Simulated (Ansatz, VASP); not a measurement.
## WSe2: VASP beside Ansatz

```
CELL_PARAMETERS angstrom
3.27115 0.00000 0.00000
-1.63558 2.83290 0.00000
0.00000 0.00000 44.78918
ATOMIC_POSITIONS crystal
Se 0.33333 0.66667 0.16745
Se 0.33333 0.66667 0.24220
Se 0.66667 0.33333 0.31504
Se 0.66667 0.33333 0.38979
Se 0.33333 0.66667 0.46263
Se 0.33333 0.66667 0.53737
Se 0.66667 0.33333 0.61021
Se 0.66667 0.33333 0.68496
Se 0.33333 0.66667 0.75780
Se 0.33333 0.66667 0.83255
W 0.66667 0.33333 0.20482
W 0.33333 0.66667 0.35241
W 0.66667 0.33333 0.50000
W 0.33333 0.66667 0.64759
W 0.66667 0.33333 0.79518
```

Alike in both runs: task single point; functional PBEsol; k mesh 4 × 4 × 1; occupations gaussian, width 0.05 eV; no spin polarisation.

```csv
,VASP,Ansatz
version,VASP 6.6.1,Ansatz 0.2.0
potentials or method,"VASP PAW PBE potentials, release 64 (Se, W_sv), cutoff 520 eV","scalar-relativistic, plane waves, PAW"
valence electrons in the cell,130,230
```

Ansatz gave:

| Item | Value |
| --- | --- |
| gap on the k mesh at the Fermi level (eV) | 1.46 |
| least direct gap on the mesh (eV) | 2.23 |
| rms of the force components (eV/Å) | 0.032 |

**Question.** What did VASP give for the same quantities?

**Answer.** gap on the k mesh at the Fermi level (eV): 1.46; least direct gap on the mesh (eV): 2.23; rms of the force components (eV/Å): 0.012.

VASP's potentials were made for PBE, not for PBEsol. VASP's potentials hold 130 valence electrons a cell and Ansatz's 230, so a difference there can come from the potentials and not from the codes.

The k mesh is coarse, so the values compare programs but aren't converged. Neither program's run includes spin-orbit coupling.
